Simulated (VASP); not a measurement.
# MgO (P6_3mc) in VASP: a series of runs, part 2 of 2

VASP 6.6.1. The steps go on from the part before.

### Step 3. Single point, PBEsol

This run uses another cell than the first one, of 13.93 Å³/atom, 1.006 times its volume.

Contents of INCAR:

```
ALGO = Normal
EDIFF = 1E-6
ENCUT = 520
GGA = PS
ISIF = 2
ISMEAR = 0
LASPH = True
LCHARG = False
LREAL = False
LWAVE = False
NBANDS = 16
NELM = 80
PREC = Accurate
SIGMA = 0.05
```

Contents of KPOINTS:

```
k-points
0
Gamma
  9 9 6
```

Contents of POSCAR:

```
MgO
1.0
    3.4769000000      0.0000000000      0.0000000000
   -1.7384500000      3.0110837264      0.0000000000
    0.0000000000      0.0000000000      5.3206000000
Mg O
2 2
Direct
    0.3333333333      0.6666666667      0.0036583380
    0.6666666667      0.3333333333      0.5036583380
    0.3333333333      0.6666666667      0.4009416620
    0.6666666667      0.3333333333      0.9009416620
```

Potentials or basis: VASP PAW PBE potentials, release 64 (Mg, O).

Started as:

```
$ cat potpaw_PBE.64/Mg/POTCAR potpaw_PBE.64/O/POTCAR > POTCAR
$ mpirun -np 1 vasp_std > vasp.out
```

OUTCAR:

```text
EDIFF = 1E-6
   ENCUT = 520
   GGA = PS
   ISIF = 2
   ISMEAR = 0
   LASPH = True
   LREAL = False
   NELM = 80
   PREC = Accurate

 ion  position               nearest neighbor table
   1  0.333  0.667  0.004-   4 2.08   4 2.08   4 2.08   3 2.11   2 3.33   2 3.33   2 3.33   2 3.33
                             2 3.33   2 3.33
   2  0.667  0.333  0.504-   3 2.08   3 2.08   3 2.08   4 2.11   1 3.33   1 3.33   1 3.33   1 3.33
                             1 3.33   1 3.33
   3  0.333  0.667  0.401-   2 2.08   2 2.08   2 2.08   1 2.11
   4  0.667  0.333  0.901-   1 2.08   1 2.08   1 2.08   2 2.11

  LATTYP: Found a hexagonal cell.
 ALAT       =     3.4769000000
 C/A-ratio  =     1.5302712186

  Lattice vectors:

 A1 = (   3.4769000000,   0.0000000000,   0.0000000000)
 A2 = (  -1.7384500000,   3.0110837264,   0.0000000000)
 A3 = (   0.0000000000,   0.0000000000,   5.3206000000)

Analysis of symmetry for initial positions (statically):
=====================================================================
 Subroutine PRICEL returns:
 Original cell was already a primitive cell.

 Routine SETGRP: Setting up the symmetry group for a
 hexagonal supercell.

 Subroutine GETGRP returns: Found 12 space group operations
 (whereof  6 operations were pure point group operations)
 out of a pool of 24 trial point group operations.

The static configuration has the point symmetry C_3v.
 The point group associated with its full space group is C_6v.

Analysis of symmetry for dynamics (positions and initial velocities):
=====================================================================
 Subroutine PRICEL returns:
 Original cell was already a primitive cell.

 Routine SETGRP: Setting up the symmetry group for a
 hexagonal supercell.

 Subroutine GETGRP returns: Found 12 space group operations
 (whereof  6 operations were pure point group operations)
[... 121 lines left out ...]
   EFERMI =   0.00;   METHOD = LEGACY
   ISMEAR =     0;   SIGMA  =   0.05  broadening in eV -4-tet -1-fermi 0-gaus
   EFERMI_NEDOS =   21; number of points for ismear=-14 and -15
   IALGO  =     38    algorithm
   IMIX   =      4    mixing-type and parameters
     AMIX     =   0.40;   BMIX     =  1.00
     AMIX_MAG =   1.60;   BMIX_MAG =  1.00
  volume/ion in A,a.u.               =      13.93        93.97
  Fermi-wavevector in a.u.,A,eV,Ry     =   1.080164  2.041214 15.874649  1.166754
  Thomas-Fermi vector in A             =   2.216148
   LORBIT       =      0    0 simple, 1 ext, 2 COOP (PROOUT), +10 PAW based schemes
   GGA     = PS    functional components
   LHFCALC =     F    Hartree Fock is set to
   AEXX    =    0.0000 exact exchange contribution
   IVDW    =     0    specifies the selected vdW correction
   LEPSILON=     F    determine dielectric tensor
   LRPA    =     F    only Hartree local field effects (RPA)
 non-spin polarized calculation
 Gauss-broadening in eV      SIGMA  =   0.05
  energy-cutoff  :      520.00
  volume of cell :       55.70
 maximum number of plane-waves:      1526
 NGX is ok and might be reduce to    28
   NGX = 13   NGY = 13   NGZ = 19

 number of electron      15.9999992 magnetization

 Free energy of the ion-electron system (eV)
  ---------------------------------------------------
  ext. energy  EPLUGINS =         0.00000000
  ---------------------------------------------------
  free energy    TOTEN  =       -24.12779966 eV

  energy without entropy =      -24.12779966  energy(sigma->0) =      -24.12779966

 E-fermi :   0.4216     XC(G=0):  -9.2761

 val. band max:        0.1650316067   @ k =   0.0000   0.0000   0.0000
 cond. band min:       2.7265476419   @ k =   0.0000   0.0000   0.0000
 fundamental gap:      2.5615160352
 Fermi energy:         0.4216078889

 k-point     1 :       0.0000    0.0000    0.0000
  band No.  band energies     occupation
      1     -15.5001      2.00000
      2     -14.9381      2.00000
      3      -2.6704      2.00000
      4      -0.4617      2.00000
      5      -0.4617      2.00000
      6      -0.1696      2.00000
[... 433 lines left out ...]
      3      -2.1111      2.00000
      4      -1.7754      2.00000
      5      -1.7754      2.00000
      6      -1.0521      2.00000
[... 8 lines left out ...]
     15      12.4268      0.00000
     16      15.2630      0.00000

 [... further k-points ...]
[... 5 lines left out ...]
  --------------------------------------------------------------------------------------
  -------------------------------------------------------------------------------------
  Total       -5.1436123     -5.1436123     -4.6911001      0.0000000      0.0000000     -0.0000000
  in kB     -147.9459802   -147.9459802   -134.9303491      0.0000000      0.0000000     -0.0000000
  external PRESSURE =    -143.6074365 kB  Pullay stress =       0.0000000 kB

 VOLUME and BASIS-vectors are now :
 -----------------------------------------------------------------------------
  energy-cutoff  :      520.00
  volume of cell :       55.70
      direct lattice vectors                 reciprocal lattice vectors
     3.476900000  0.000000000  0.000000000     0.287612528  0.166053171  0.000000000
    -1.738450000  3.011083726  0.000000000     0.000000000  0.332106341  0.000000000
     0.000000000  0.000000000  5.320600000     0.000000000  0.000000000  0.187948728

 POSITION                                       TOTAL-FORCE (eV/Angst)
 -----------------------------------------------------------------------------------
     -0.00000      2.00739      0.01946        -0.000000      0.000000      0.140686
      1.73845      1.00369      2.67976         0.000000      0.000000      0.140686
     -0.00000      2.00739      2.13325         0.000000      0.000000     -0.140686
      1.73845      1.00369      4.79355        -0.000000     -0.000000     -0.140686
 -----------------------------------------------------------------------------------
    total drift:                               -0.000000     -0.000000     -0.000791

  FREE ENERGIE OF THE ION-ELECTRON SYSTEM (eV)
  ---------------------------------------------------
  free  energy   TOTEN  =       -24.1277996610 eV

  energy  without entropy=      -24.1277996610  energy(sigma->0) =      -24.12779966
```

Run time: 20 s. Hardware: 1 thread of AMD EPYC 9R45 (Zen 5), shared host; peak memory 0.17 GiB.

What came out:

- Free energy: -24.1278 eV
- Pressure: -14.4 GPa
- Largest force: 0.141 eV/Å
- Band gap on the k mesh: 2.56 eV, direct

Forces in eV/Å, atoms in the order of the input:
```
Mg   0.000  0.000  0.141
Mg   0.000  0.000  0.141
O    0.000  0.000 -0.141
O    0.000  0.000 -0.141
```

Caveat: the PAW data sets were made with another functional, which shifts forces and pressure a little.

### Step 4. Single point, PBEsol

This run uses another cell than the first one, of 14.12 Å³/atom, 1.020 times its volume.

Contents of INCAR:

```
SYSTEM = MgO
PREC = Accurate ; ENCUT = 520
EDIFF = 1E-7 ; ISMEAR = 0
SIGMA = 0.05 ; LREAL = .FALSE.
LASPH = .TRUE. ; NELM = 60
ALGO = Normal ; ISIF = 2
LWAVE = .FALSE. ; LCHARG = .FALSE.
GGA = PS ; NBANDS = 16
```

Contents of KPOINTS:

```
regular mesh
0
G
  9 9 6
  0 0 0
```

Contents of POSCAR:

```
MgO
1.0
    3.5347000000      0.0000000000      0.0000000000
   -1.7673500000      3.0611399948      0.0000000000
    0.0000000000      0.0000000000      5.2202000000
Mg O
2 2
Direct
    0.3333333333      0.6666666667      0.0036583380
    0.6666666667      0.3333333333      0.5036583380
    0.3333333333      0.6666666667      0.4009416620
    0.6666666667      0.3333333333      0.9009416620
```

Started as:

```
$ cat potpaw_PBE.64/Mg/POTCAR potpaw_PBE.64/O/POTCAR > POTCAR
$ mpirun -np 1 vasp_std > vasp.out
```

Run time: 21 s. Hardware: 1 thread of AMD EPYC 9R45 (Zen 5), shared host; peak memory 0.17 GiB.

It converged, with:

```
Free energy            : -24.0301 eV
Pressure               : -15.3 GPa
Band gap on the k mesh : 2.46 eV, direct
```

Stress tensor (GPa, compression positive):
```
-16.93   0.00   0.00
  0.00 -16.93   0.00
  0.00   0.00 -12.06
```

Levels at points of the mesh, in eV from the valence-band top:
| k point | band 6 | band 7 | band 8 | band 9 | band 10 | band 11 |
| --- | --- | --- | --- | --- | --- | --- |
| (0.00, 0.00, 0.00) | -0.37 | -0.37 | 0.00 | 2.46 | 7.11 | 9.02 |
| (0.00, 0.00, 0.50) | -0.54 | -0.54 | -0.54 | 4.84 | 4.84 | 11.74 |

Caveat: the PAW data sets were made with another functional, which shifts forces and pressure a little. A k mesh can miss the band edges.

### Step 5. Single point, PBEsol

This run uses another cell than the first one, of 14.19 Å³/atom, 1.024 times its volume.

INCAR, as its differences from that of step 4:

```diff
@@ -4,3 +4,3 @@
 SIGMA = 0.05 ; LREAL = .FALSE.
-LASPH = .TRUE. ; NELM = 60
+LASPH = .TRUE. ; NELM = 100
 ALGO = Normal ; ISIF = 2
```

KPOINTS is that of step 4.

Contents of POSCAR:

```
MgO
1.0
    3.4769000000      0.0000000000      0.0000000000
   -1.7384500000      3.0110837264      0.0000000000
    0.0000000000      0.0000000000      5.4209000000
Mg O
2 2
Direct
    0.3333333333      0.6666666667      0.0036583380
    0.6666666667      0.3333333333      0.5036583380
    0.3333333333      0.6666666667      0.4009416620
    0.6666666667      0.3333333333      0.9009416620
```

Started as:

```
$ cat potpaw_PBE.64/Mg/POTCAR potpaw_PBE.64/O/POTCAR > POTCAR
$ mpirun -np 1 vasp_std > vasp.out
```

It took 21 s on 1 thread of AMD EPYC 9R45 (Zen 5), shared host; peak memory 0.17 GiB.

It converged, with:

```yaml
Free_energy: -24.0339 eV
Pressure: -15.2 GPa
Largest_force: 0.197 eV/Å
Band_gap_on_the_k_mesh: 2.50 eV, direct
```

Forces on the atoms (eV/Å):
```
Mg   0.000  0.000  0.197
Mg   0.000  0.000  0.197
O    0.000  0.000 -0.197
O    0.000  0.000 -0.197
```

Stress tensor (GPa, compression positive):
```
-15.16   0.00   0.00
  0.00 -15.16   0.00
  0.00   0.00 -15.37
```

Levels at points of the mesh, in eV from the valence-band top:
| k point | band 4 | band 5 | band 6 | band 7 | band 8 | band 9 | band 10 | band 11 | band 12 | band 13 |
| --- | --- | --- | --- | --- | --- | --- | --- | --- | --- | --- |
| (0.00, 0.00, 0.00) | -0.57 | -0.57 | -0.30 | -0.30 | 0.00 | 2.50 | 7.18 | 8.71 | 12.97 | 12.97 |
| (0.00, 0.00, 0.50) | -1.76 | -0.44 | -0.44 | -0.44 | -0.44 | 4.83 | 4.83 | 11.40 | 11.40 | 13.35 |

Caveat: the PAW data sets were made with another functional, which shifts forces and pressure a little. Expect the measured gap to be larger: semilocal functionals such as PBEsol lack the derivative discontinuity.

### Step 6. Overview

| cell | gap on the mesh (eV) | pressure (GPa) | largest force (eV/Å) |
| --- | --- | --- | --- |
| a = 3.535, b = 3.535, c = 5.120 Å, angles 90.0, 90.0, 120.0°, 4 atoms | 2.53 | -14.1 | 0.15 |
| a = 3.477, b = 3.477, c = 5.321 Å, angles 90.0, 90.0, 120.0°, 4 atoms | 2.56 | -14.4 | 0.14 |
| a = 3.535, b = 3.535, c = 5.220 Å, angles 90.0, 90.0, 120.0°, 4 atoms | 2.46 | -15.3 | - |
| a = 3.477, b = 3.477, c = 5.421 Å, angles 90.0, 90.0, 120.0°, 4 atoms | 2.50 | -15.2 | 0.20 |

Alike in all rows: task single point; level PBEsol; potentials or basis VASP PAW PBE potentials, release 64 (Mg, O); no spin polarisation; k mesh 9 × 9 × 6; cutoff (eV) 520; smearing gaussian 0.05 eV.

Caveats: the PAW data sets were made with another functional, which shifts forces and pressure a little.

Total energies depend on the potentials used, so only differences within one code and one set of settings carry meaning.
